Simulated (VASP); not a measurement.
Set up this calculation in VASP 6.6.1, as the native input.

```
Task                   : single point
Functional             : PBE
Potentials or basis    : VASP PAW PBE potentials, release 64 (Al, Ni)
Cutoff                 : 520 eV
k mesh                 : 22 × 22 × 22
Occupations            : gaussian, width 0.1 eV
Spin                   : no spin polarisation
Dipole correction      : no
Further INCAR settings : ALGO = Fast; EDIFF = 1e-06; NBANDS = 24
```

The structure of AlNi3 lies in POSCAR:

```
AlNi3
1.0
    0.0000000000      2.8018887551      2.8018887551
    2.8018887551      0.0000000000      2.8018887551
    2.8018887551      2.8018887551      0.0000000000
Al Ni
1 3
Direct
    0.5000000000      0.5000000000      0.5000000000
    0.2500000000      0.2500000000      0.2500000000
    0.0000000000      0.0000000000      0.0000000000
    0.7500000000      0.7500000000      0.7500000000
```

One way to write it, as run:

INCAR

```
SYSTEM = AlNi3
PREC = Accurate ; ENCUT = 520
EDIFF = 1E-6 ; ISMEAR = 0
SIGMA = 0.1 ; LREAL = .False.
LASPH = .True. ; NELM = 80
ALGO = Fast ; ISIF = 2
LWAVE = .False. ; LCHARG = .False.
GGA = PE ; NBANDS = 24
```

KPOINTS

```
Automatic mesh
0
Gamma
  22 22 22
  0 0 0
```

Potentials or basis: VASP PAW PBE potentials, release 64 (Al, Ni).

The run is started by

```console
$ cat potpaw_PBE.64/Al/POTCAR potpaw_PBE.64/Ni/POTCAR > POTCAR
$ mpirun -np 1 vasp_std > vasp.out
```

It gave:

- Pressure: 7.1 GPa
- Band gap on the k mesh: zero (an odd number of electrons rules out a gap without spin polarisation)

Caveat: the cell stands under pressure.

Wall time 3.9 min on 1 thread of AMD EPYC 9R45 96-Core Processor (Zen 5), on a shared host, peak memory 0.37 GiB.
